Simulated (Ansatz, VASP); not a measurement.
## CdSe in VASP and in Ansatz

INCAR

```
SYSTEM = CdSe
PREC = Accurate
ENCUT = 520
EDIFF = 1E-6
ISMEAR = 0
SIGMA = 0.027000000000000003
LREAL = .False.
LASPH = .True.
NELM = 100
ALGO = Normal
ISIF = 2
LWAVE = .False.
LCHARG = .False.
GGA = PE
NBANDS = 26
```

KPOINTS

```
regular mesh
0
Gamma
  7 7 4
  0 0 0
```

The input POSCAR:

```
CdSe
1.0
    4.3000000000      0.0000000000      0.0000000000
   -2.1500000000      3.7239092363      0.0000000000
    0.0000000000      0.0000000000      7.0200000000
Cd Se
2 2
Direct
    0.6666666667      0.3333333333      0.5000000000
    0.3333333333      0.6666666667      0.0000000000
    0.6666666667      0.3333333333      0.8850000000
    0.3333333333      0.6666666667      0.3850000000
```

input.yaml

```yaml
crystal:
  lattice:
    - [4.3, 0.0, 0.0]
    - [-2.15, 3.7239092363, 0.0]
    - [0.0, 0.0, 7.02]
  atoms:
    - { symbol: Cd, position: [0.6666666667, 0.3333333333, 0.5] }
    - { symbol: Cd, position: [0.3333333333, 0.6666666667, 0.0] }
    - { symbol: Se, position: [0.6666666667, 0.3333333333, 0.885] }
    - { symbol: Se, position: [0.3333333333, 0.6666666667, 0.385] }
hamiltonian:
  xc: pbe
  pseudopotentials: { kind: paw }
kpoints:
  mp_grid: { grid: [7, 7, 4] }
scf:
  occupations: { method: gaussian, width: 0.027 }
output:
  forces: true
  stress: true
  eigenvalues: true
```

Alike in both runs: task single point; functional PBE; k mesh 7 × 7 × 4; occupations gaussian, width 0.027 eV; no spin polarisation.

```csv
,VASP,Ansatz
version,VASP 6.6.1,Ansatz 0.2.0
potentials or method,"VASP PAW PBE potentials, release 64 (Cd, Se)",Ansatz PAW
plane-wave cutoff (eV),520,420
valence electrons in the cell,36,72
```

Ansatz gave:

```
gap on the k mesh at the Fermi level (eV)                     : 0.70
least direct gap on the mesh (eV)                             : 0.70
pressure (GPa)                                                : 3.0
traceless stress, the component that is largest in VASP (GPa) : -1.35
rms of the force components (eV/Å)                            : 0.163
```

Question: Which values does VASP return?

Answer: gap on the k mesh at the Fermi level (eV): 0.70; least direct gap on the mesh (eV): 0.70; pressure (GPa): 3.3; traceless stress, the component that is largest in VASP (GPa): -1.40; rms of the force components (eV/Å): 0.168.

Atom by atom the forces differ by 0.006 eV/Å (rms over components). The functional is the same, so the differences come from potentials, cutoffs and numerics. VASP's potentials hold 36 valence electrons a cell and Ansatz's 72, so a difference there can come from the potentials and not from the codes.

Noted on Ansatz's run: odd divisions of the mesh miss points on the zone boundary, where band edges often lie, so the gap on the mesh can be too wide.
